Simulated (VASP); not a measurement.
# Ti3Al in VASP: a series of runs

Ti3Al is run at these levels: PBE; tasks: single point.

Everything below comes from runs of VASP 6.6.1. Logs are shortened: lines on timing, memory, paths and dates and some standing lists are left out, and cuts for length are marked.

## (1) The cell of the first run

Symmetry: Pm, No. 6, monoclinic system. Conventional cell: a = 2.930 Å, b = 9.232 Å, c = 2.930 Å, α = 90.00°, β = 120.00°, γ = 90.00°. Ti (site symmetry m) has 12 Ti at 2.58 to 3.08 Å within 3.4 Å. Within 3.4 Å of Ti (site symmetry 1) lie 9 Ti at 2.58 to 3.08 Å and 3 Al at 2.82 to 2.95 Å. Within 3.7 Å of Al (site symmetry m) lie 6 Ti at 2.82 to 2.95 Å and 6 Al at 2.93 Å.

## (2) Single point, PBE (atoms displaced along several vibrational modes)

INCAR reads:

```
PREC     = Accurate       # precision mode
ENCUT    = 520            # plane-wave cutoff, eV
EDIFF    = 1E-6           # SCF threshold, eV
ISMEAR   = 0              # smearing method
SIGMA    = 0.15           # smearing width, eV
LREAL    = False          # projectors in reciprocal space
LASPH    = True           # aspherical terms in the spheres
NELM     = 100            # most SCF steps
ALGO     = Fast           # electronic algorithm
ISIF     = 2              # what is computed and relaxed
LWAVE    = False          # write WAVECAR
LCHARG   = False          # write CHGCAR
GGA      = PE             # functional
NBANDS   = 28             # bands
```

KPOINTS reads:

```
Automatic mesh
0
Gamma
  15 15 6
```

POSCAR reads:

```
Ti3Al
1.0
    2.9297375378      0.0000000000      0.0000000000
   -1.4648687689      2.5372271341      0.0000000000
    0.0000000000      0.0000000000      9.2315308735
Ti Al
3 1
Direct
    0.5956968335      0.4221310594      0.0000000000
    0.3557411939      0.6386298660      0.7504575700
    0.3557411939      0.6386298660      0.2495424300
    0.7130657584      0.2752786127      0.5000000000
```

Potentials or basis: VASP PAW PBE potentials, release 64 (Ti_sv, Al).

Command:

```console
cat potpaw_PBE.64/Ti_sv/POTCAR potpaw_PBE.64/Al/POTCAR > POTCAR
mpirun -np 1 vasp_std > vasp.out
```

OUTCAR:

```text
PREC = Accurate
   ENCUT = 520
   EDIFF = 1E-6
   ISMEAR = 0
   LREAL = False
   LASPH = True
   NELM = 100
   ISIF = 2
   GGA = PE

 ion  position               nearest neighbor table
   1  0.596  0.422  0.000-   2 2.58   3 2.58
   2  0.356  0.639  0.750-   1 2.58   4 2.82   4 2.83   4 2.95
   3  0.356  0.639  0.250-   1 2.58   4 2.82   4 2.83   4 2.95
   4  0.713  0.275  0.500-   2 2.82   3 2.82   2 2.83   3 2.83   2 2.95   3 2.95

  LATTYP: Found a hexagonal cell.
 ALAT       =     2.9297375378
 C/A-ratio  =     3.1509753875

  Lattice vectors:

 A1 = (   2.9297375378,   0.0000000000,   0.0000000000)
 A2 = (  -1.4648687689,   2.5372271341,   0.0000000000)
 A3 = (   0.0000000000,   0.0000000000,   9.2315308735)

Analysis of symmetry for initial positions (statically):
=====================================================================
 Subroutine PRICEL returns:
 Original cell was already a primitive cell.

 Routine SETGRP: Setting up the symmetry group for a
 hexagonal supercell.

 Subroutine GETGRP returns: Found  2 space group operations
 (whereof  2 operations were pure point group operations)
 out of a pool of 24 trial point group operations.

The static configuration has the point symmetry C_1h.

Analysis of symmetry for dynamics (positions and initial velocities):
=====================================================================
 Subroutine PRICEL returns:
 Original cell was already a primitive cell.

 Routine SETGRP: Setting up the symmetry group for a
 hexagonal supercell.

 Subroutine GETGRP returns: Found  2 space group operations
 (whereof  2 operations were pure point group operations)
 out of a pool of 24 trial point group operations.

The dynamic configuration has the point symmetry C_1h.

 Subroutine INISYM returns: Found  2 space group operations
 (whereof  2 operations are pure point group operations),
 and found     1 'primitive' translations

----------------------------------------------------------------------------------------

                                     Primitive cell

  volume of cell :      68.6218

  direct lattice vectors                    reciprocal lattice vectors
     2.929737538  0.000000000  0.000000000     0.341327504  0.197065526  0.000000000
    -1.464868769  2.537227134  0.000000000     0.000000000  0.394131052  0.000000000
     0.000000000  0.000000000  9.231530874     0.000000000  0.000000000  0.108324395
[... 88 lines left out ...]
   EDIFF  = 0.1E-05   stopping-criterion for ELM
   LREAL  =      F    real-space projection
   EDIFFG = 0.1E-04   stopping-criterion for IOM
   NSW    =      0    number of steps for IOM
   IBRION =     -1    ionic relax: 0-MD 1-quasi-New 2-CG
   NFREE  =      0    steps in history (QN), initial steepest desc. (CG)
   ISIF   =      2    stress and relaxation
   ISYM   =      2    0-nonsym 1-usesym 2-fastsym
   POTIM  = 0.5000    time-step for ionic-motion
   TEBEG  =    0.0;   TEEND  =   0.0 temperature during run
   PSTRESS=    0.0 pullay stress
   NELECT =      39.0000    total number of electrons
   NUPDOWN=      -1.0000    fix difference up-down
   EMIN   =  10.00;   EMAX   =-10.00  energy-range for DOS
   EFERMI =   0.00;   METHOD = LEGACY
   ISMEAR =     0;   SIGMA  =   0.15  broadening in eV -4-tet -1-fermi 0-gaus
   EFERMI_NEDOS =   21; number of points for ismear=-14 and -15
   IALGO  =     68    algorithm
   IMIX   =      4    mixing-type and parameters
     AMIX     =   0.40;   BMIX     =  1.00
     AMIX_MAG =   1.60;   BMIX_MAG =  1.00
  volume/ion in A,a.u.               =      17.16       115.77
  Fermi-wavevector in a.u.,A,eV,Ry     =   1.356050  2.562563 25.019375  1.838872
  Thomas-Fermi vector in A             =   2.483086
   LORBIT       =      0    0 simple, 1 ext, 2 COOP (PROOUT), +10 PAW based schemes
   GGA     = PE    functional components
   LHFCALC =     F    Hartree Fock is set to
   AEXX    =    0.0000 exact exchange contribution
   IVDW    =     0    specifies the selected vdW correction
   LEPSILON=     F    determine dielectric tensor
   LRPA    =     F    only Hartree local field effects (RPA)
 non-spin polarized calculation
 RMM-DIIS sequential band-by-band and
 Gauss-broadening in eV      SIGMA  =   0.15
  energy-cutoff  :      520.00
  volume of cell :       68.62
 maximum number of plane-waves:      1907
 NGX is ok and might be reduce to    24
   NGX = 11   NGY = 11   NGZ = 35

 number of electron      38.9999992 magnetization

 Free energy of the ion-electron system (eV)
  ---------------------------------------------------
  ext. energy  EPLUGINS =         0.00000000
  ---------------------------------------------------
  free energy    TOTEN  =       -27.53652756 eV

  energy without entropy =      -27.48365728  energy(sigma->0) =      -27.51009242

 E-fermi :   7.9175     XC(G=0): -11.1763

 val. band max:        7.9171827239   @ k =  -0.4000  -0.4667   0.5000
 cond. band min:       7.9181688958   @ k =  -0.4667   0.4667   0.0000
 fundamental gap:      0.0009861720
 Fermi energy:         7.9174944434

 k-point     1 :       0.0000    0.0000    0.0000
  band No.  band energies     occupation
      1     -48.7413      2.00000
      2     -48.7023      2.00000
      3     -48.5783      2.00000
      4     -25.3339      2.00000
      5     -25.0427      2.00000
      6     -24.6993      2.00000
[... 733 lines left out ...]
     27      10.3098      0.00000
     28      10.6533      0.00000

 [... further k-points ...]

------------------------ aborting loop because EDIFF is reached ----------------------------------------

  FORCE on cell =-STRESS in cart. coord.  units (eV):
  Direction    XX          YY          ZZ          XY          YZ          ZX
  --------------------------------------------------------------------------------------
  -------------------------------------------------------------------------------------
  Total       -0.1042157     -0.9509274      0.1946069     -0.7091451      0.0000000      0.0000000
  in kB       -2.4332226    -22.2022072      4.5436722    -16.5570853      0.0000000      0.0000000
  external PRESSURE =      -6.6972525 kB  Pullay stress =       0.0000000 kB

 VOLUME and BASIS-vectors are now :
 -----------------------------------------------------------------------------
  energy-cutoff  :      520.00
  volume of cell :       68.62
      direct lattice vectors                 reciprocal lattice vectors
     2.929737538  0.000000000  0.000000000     0.341327504  0.197065526  0.000000000
    -1.464868769  2.537227134  0.000000000     0.000000000  0.394131052  0.000000000
     0.000000000  0.000000000  9.231530874     0.000000000  0.000000000  0.108324395

 POSITION                                       TOTAL-FORCE (eV/Angst)
 -----------------------------------------------------------------------------------
      1.12687      1.07104      0.00000         0.818487     -0.478401      0.000000
      0.10672      1.62035      6.92787        -0.336312      0.183013     -0.094485
      0.10672      1.62035      2.30366        -0.336312      0.183013      0.094485
      1.68585      0.69844      4.61577        -0.145863      0.112375      0.000000
 -----------------------------------------------------------------------------------
    total drift:                                0.000540     -0.000098      0.000000

  FREE ENERGIE OF THE ION-ELECTRON SYSTEM (eV)
  ---------------------------------------------------
  free  energy   TOTEN  =       -27.5365275608 eV

  energy  without entropy=      -27.4836572797  energy(sigma->0) =      -27.51009242
```

OSZICAR:

```text
N       E                     dE             d eps       ncg     rms          rms(c)
DAV:   1     0.470026065219E+03    0.47003E+03   -0.19602E+04 25328   0.162E+03
DAV:   2     0.264869554292E+02   -0.44354E+03   -0.43520E+03 25552   0.498E+02
DAV:   3    -0.254015542459E+02   -0.51889E+02   -0.50550E+02 43780   0.143E+02
[... 42 lines left out ...]
RMM:  46    -0.275365236485E+02   -0.14668E-05   -0.18071E-05 24516   0.944E-03    0.311E-03
RMM:  47    -0.275365249138E+02   -0.12654E-05   -0.15586E-05 22507   0.864E-03    0.302E-03
RMM:  48    -0.275365259482E+02   -0.10344E-05   -0.12972E-05 21114   0.819E-03    0.305E-03
RMM:  49    -0.275365268130E+02   -0.86480E-06   -0.11174E-05 20581   0.785E-03    0.286E-03
RMM:  50    -0.275365275608E+02   -0.74785E-06   -0.96624E-06 20282   0.752E-03
   1 F= -.27536528E+02 E0= -.27510092E+02  d E =-.528703E-01
```

Wall time 42 min (1 thread of AMD EPYC 9R45 (Zen 5), shared host); peak memory 0.72 GiB.

Results:

```
Free energy            : -27.5365 eV
Pressure               : -0.7 GPa
Largest force          : 0.948 eV/Å
Band gap on the k mesh : zero (an odd number of electrons rules out a gap without spin polarisation)
```

Forces on the atoms (eV/Å):
```
Ti   0.818 -0.478  0.000
Ti  -0.336  0.183 -0.094
Ti  -0.336  0.183  0.094
Al  -0.146  0.112  0.000
```

Caveat: the cell differs from its parent crystal (atoms displaced along several vibrational modes).

## (3) Single point, PBE (atoms displaced along a vibrational mode)

INCAR reads:

```
PREC = Accurate
ENCUT = 520
EDIFF = 1E-7
ISMEAR = 0
SIGMA = 0.15
LREAL = F
LASPH = T
NELM = 60
ALGO = Fast
ISIF = 2
LWAVE = F
LCHARG = F
GGA = PE
NBANDS = 28
```

KPOINTS reads:

```
regular mesh
0
Gamma
  15 15 6
```

POSCAR reads:

```
Ti3Al
1.0
    2.9297375378      0.0000000000      0.0000000000
   -1.4648687689      2.5372271341      0.0000000000
    0.0000000000      0.0000000000      9.2315308735
Ti Al
3 1
Direct
    0.7332748145      0.4665496290      0.0000000000
    0.3123026218      0.6246052435      0.7504575700
    0.3123026218      0.6246052435      0.2495424300
    0.6231191843      0.2462383685      0.5000000000
```

Potentials or basis: VASP PAW PBE potentials, release 64 (Ti_sv, Al).

Command:

```console
cat potpaw_PBE.64/Ti_sv/POTCAR potpaw_PBE.64/Al/POTCAR > POTCAR
mpirun -np 1 vasp_std > vasp.out
```

Wall time 29 min (1 thread of Intel Xeon 8259CL, shared host); peak memory 0.51 GiB.

It converged, with:

| Item | Value |
| --- | --- |
| Free energy | -27.6609 eV |
| Pressure | -0.3 GPa |
| Largest force | 0.443 eV/Å |
| Band gap on the k mesh | zero (an odd number of electrons rules out a gap without spin polarisation) |

Forces in eV/Å, atoms in the order of the input:
```
Ti   0.000 -0.443  0.000
Ti   0.000  0.090 -0.035
Ti   0.000  0.090  0.035
Al   0.000  0.263  0.000
```

Stress tensor (GPa, compression positive):
```
 0.48  0.00  0.00
 0.00 -1.90  0.00
 0.00  0.00  0.62
```

Levels at points of the mesh, in eV from the Fermi level:
```
           k point  band 18  band 19  band 20  band 21  band 22  band 23
(0.00, 0.00, 0.00)     0.41     0.53     0.86     1.04     1.07     1.14
(0.00, 0.00, 0.50)     0.43     0.48     0.86     1.03     1.06     1.20
```

Caveat: the cell differs from its parent crystal (atoms displaced along a vibrational mode).

## (4) Single point, PBE (atoms displaced along a vibrational mode)

INCAR reads:

```
PREC = Accurate
ENCUT = 520
EDIFF = 1E-6
ISMEAR = 0
SIGMA = 0.15
LREAL = False
LASPH = True
NELM = 80
ALGO = Fast
ISIF = 2
LWAVE = False
LCHARG = False
GGA = PE
NBANDS = 28
```

KPOINTS reads:

```
Automatic mesh
0
Gamma
  15 15 6
```

POSCAR reads:

```
Ti3Al
1.0
    2.9297375378      0.0000000000      0.0000000000
   -1.4648687689      2.5372271341      0.0000000000
    0.0000000000      0.0000000000      9.2315308735
Ti Al
3 1
Direct
    0.6888759515      0.3777519029      0.0000000000
    0.3263210221      0.6526420442      0.7504575700
    0.3263210221      0.6526420442      0.2495424300
    0.6521465446      0.3042930892      0.5000000000
```

Command:

```console
cat potpaw_PBE.64/Ti_sv/POTCAR potpaw_PBE.64/Al/POTCAR > POTCAR
mpirun -np 1 vasp_std > vasp.out
```

It took 20 min on 1 thread of Intel Xeon 8259CL, shared host; peak memory 0.51 GiB.

Results (log left out):

| Quantity | Value |
| --- | --- |
| Free energy | -27.7752 eV |
| Pressure | -0.2 GPa |
| Largest force | 0.193 eV/Å |
| Band gap on the k mesh | zero (an odd number of electrons rules out a gap without spin polarisation) |

Forces on the atoms (eV/Å):
```
Ti   0.000 -0.193  0.000
Ti   0.000  0.056  0.007
Ti   0.000  0.056 -0.007
Al   0.000  0.081  0.000
```

Stress tensor (GPa, compression positive):
```
 0.48  0.00  0.00
 0.00 -1.07  0.00
 0.00  0.00 -0.13
```

Levels at points of the mesh, in eV from the Fermi level:
| k point | band 18 | band 19 | band 20 | band 21 | band 22 | band 23 |
| --- | --- | --- | --- | --- | --- | --- |
| (0.00, 0.00, 0.00) | 0.48 | 0.66 | 0.83 | 0.89 | 0.93 | 0.95 |
| (0.00, 0.00, 0.50) | 0.44 | 0.69 | 0.83 | 0.91 | 0.92 | 0.94 |

Caveat: the cell differs from its parent crystal (atoms displaced along a vibrational mode).

## (5) The runs side by side

```tsv
cell	further INCAR settings	gap on the mesh (eV)	pressure (GPa)	largest force (eV/Å)
as given, atomic positions A	ALGO = Fast; EDIFF = 1e-06; NBANDS = 28	none	-0.7	0.95
as given, atomic positions B	ALGO = Fast; EDIFF = 1e-07; NBANDS = 28	none	-0.3	0.44
as given, atomic positions C	ALGO = Fast; EDIFF = 1e-06; NBANDS = 28	none	-0.2	0.19
```

Alike in all rows: task single point; level PBE; potentials or basis VASP PAW PBE potentials, release 64 (Ti_sv, Al); no spin polarisation; k mesh 15 × 15 × 6; cutoff (eV) 520; smearing gaussian 0.15 eV.

Absolute energies hang on the potentials; compare differences alone.
